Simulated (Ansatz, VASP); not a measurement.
**Two plane-wave programs on Al2Ru**

```
CELL_PARAMETERS angstrom
0.00000 4.13273 4.54342
2.22435 0.00000 4.54342
2.22435 4.13273 0.00000
ATOMIC_POSITIONS crystal
Al 0.07890 0.42110 0.07890
Al 0.42110 0.07890 0.42110
Al 0.17110 0.82890 0.17110
Al 0.82890 0.17110 0.82890
Ru 0.75000 0.75000 0.75000
Ru 0.50000 0.50000 0.50000
```

Change from the starting cell: volume 13.922 Å^3 an atom, stretch along a over the lengths across it, relative to the relaxed cell 0.9135.

Alike in both runs: task single point; functional LDA; k mesh 10 × 10 × 10; occupations gaussian, width 0.03 eV; no spin polarisation.

|  | VASP | Ansatz |
| --- | --- | --- |
| version | VASP 6.6.1 | Ansatz 0.2.0 |
| potentials or method | VASP PAW LDA potentials, release 64 (Al, Ru_pv), cutoff 520 eV | scalar-relativistic, plane waves, PAW |
| valence electrons in the cell | 40 | 44 |

VASP gave:

- gap on the k mesh at the Fermi level (eV): none
- pressure (GPa): -5.0
- traceless stress, the component that is largest in VASP (GPa): 15.66
- rms of the force components (eV/Å): 0.158

**Question.** Estimate Ansatz's values.

**Answer.** gap on the k mesh at the Fermi level (eV): none; pressure (GPa): -5.4; traceless stress, the component that is largest in VASP (GPa): 15.60; rms of the force components (eV/Å): 0.157.

Ansatz warns that its potentials were made for another functional, while VASP's fit it. LDA's correlation is that of Perdew and Zunger in VASP and of Perdew and Wang (1992) in Ansatz. Atom by atom the forces differ by 0.001 eV/Å (rms over components). A gap of «none» marks a metal or a gap that the smearing closes. VASP's potentials hold 40 valence electrons a cell and Ansatz's 44, so a difference there can come from the potentials and not from the codes.
